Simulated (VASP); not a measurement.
Wanted: the native input for a VASP 6.6.1 run.

| Quantity | Value |
| --- | --- |
| Task | relaxation of shape and atoms at fixed volume |
| Functional | PBE |
| Dispersion | D3(BJ) |
| Potentials or basis | VASP PAW PBE potentials, release 64 (P) |
| Cutoff | 600 eV |
| k mesh | 16 × 16 × 16 |
| Occupations | gaussian, width 0.05 eV |
| Spin | no spin polarisation |
| Dipole correction | no |
| Further INCAR settings | ALGO = Normal; EDIFF = 1e-07; IBRION = 2; EDIFFG = -0.01; NSW = 60; ISIF = 4 |

The structure of P lies in POSCAR:

```
P
1.0
    1.7357197739      1.0021182787      2.9417765865
   -1.7357197739      1.0021182787      2.9417765865
    0.0000000000     -2.0042365574      2.9417765866
P
2
Direct
    0.2343904313      0.2343904313      0.2343904313
    0.7656095687      0.7656095687      0.7656095687
```

The input as run:

INCAR

```
SYSTEM = P
PREC = Accurate ; ENCUT = 600
EDIFF = 1E-7 ; ISMEAR = 0
SIGMA = 0.05 ; LREAL = .False.
LASPH = .True. ; NELM = 80
ALGO = Normal ; ISIF = 4
LWAVE = .False. ; LCHARG = .False.
GGA = PE ; IVDW = 12
IBRION = 2 ; NSW = 60
EDIFFG = -0.01
```

KPOINTS

```
regular mesh
0
Gamma
  16 16 16
  0 0 0
```

Potentials or basis: VASP PAW PBE potentials, release 64 (P).

Command:

```bash
$ cat potpaw_PBE.64/P/POTCAR > POTCAR
$ mpirun -np 1 vasp_std > vasp.out
```

It gave:

```json
{
 "Energy gained by relaxing": "4.5 meV/atom",
 "Ionic steps": "6",
 "Pressure after relaxing": "-2.1 GPa",
 "Largest force after relaxing": "0.008 eV/Å",
 "Band gap on the k mesh": "zero (bands 5 and 6 overlap by 1.19 eV)",
 "Dispersion energy per atom": "-0.460 eV"
}
```

Wall time 3 min on 1 thread of Intel(R) Xeon(R) 6975P-C (Granite Rapids), on a shared host, peak memory 0.26 GiB.
